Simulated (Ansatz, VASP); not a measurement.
## Two plane-wave programs on KCl

POSCAR

```
KCl
1.0
    0.0838626217      3.2287109339      3.2287109339
    3.2287109339      0.0838626217      3.2287109339
    3.2287109339      3.2287109339      0.0838626217
K Cl
1 1
Direct
    0.0000000000      0.0000000000      0.0000000000
    0.5000000000      0.5000000000      0.5000000000
```

INCAR.step1

```
  PREC = Accurate
  ENCUT = 520
  ISMEAR = 0
  SIGMA = 0.01
  LREAL = F
  LASPH = T
  NELM = 80
  NBANDS = 15
  GGA = PE
  ALGO = Normal
  EDIFF = 1E-4
  LWAVE = T
  LCHARG = F
```

Contents of INCAR.step2:

```
  PREC = Accurate
  ENCUT = 520
  EDIFF = 1E-6
  ISMEAR = 0
  SIGMA = 0.01
  LREAL = F
  LASPH = T
  NELM = 80
  ALGO = Normal
  ISIF = 2
  LWAVE = F
  LCHARG = F
  METAGGA = R2SCAN
  LMIXTAU = T
  NBANDS = 15
  ISTART = 1
```

KPOINTS

```
Automatic mesh
0
Gamma
  8 8 8
```

Input for Ansatz:

```yaml
crystal:
  lattice:
    - [0.0838626217, 3.2287109339, 3.2287109339]
    - [3.2287109339, 0.0838626217, 3.2287109339]
    - [3.2287109339, 3.2287109339, 0.0838626217]
  atoms:
    - { symbol: K, position: [0.0, 0.0, 0.0] }
    - { symbol: Cl, position: [0.5, 0.5, 0.5] }
kpoints:
  mp_grid: { grid: [8, 8, 8] }
  band_path:
    path:
      - [0.0, 0.0, 0.0]
      - [0.5, 0.0, 0.5]
      - [0.625, 0.25, 0.625]
      - [0.375, 0.375, 0.75]
      - [0.5, 0.5, 0.5]
      - [0.5, 0.25, 0.75]
    npoints: 1
hamiltonian:
  xc: r2scan
scf:
  occupations: { method: fixed }
  n_extra_bands: 4
output:
  forces: true
  stress: true
  eigenvalues: true
  write_density: true
  write_potential: true
  elf: true
  volumetric_format: npy
```

Change from the starting cell: shear_111 strain +4.0%.

Alike in both runs: task single point; functional r2SCAN; k mesh 8 × 8 × 8; no spin polarisation.

```csv
,VASP,Ansatz
version,VASP 6.6.1,Ansatz 0.2.0
potentials or method,"VASP PAW PBE potentials, release 64 (K_sv, Cl)","plane waves, PAW"
plane-wave cutoff (eV),520,500
occupations,"gaussian, width 0.01 eV",fixed
valence electrons in the cell,16,16
```

```tsv
	VASP	Ansatz	Ansatz less VASP
gap on the k mesh at the Fermi level (eV)	5.66	5.66	-0.004
pressure (GPa)	-0.7	-0.7	+0.03
traceless stress, the component that is largest in VASP (GPa)	-0.19	-0.19	-0.001
```

VASP's potentials were made for PBE, not for r2SCAN.
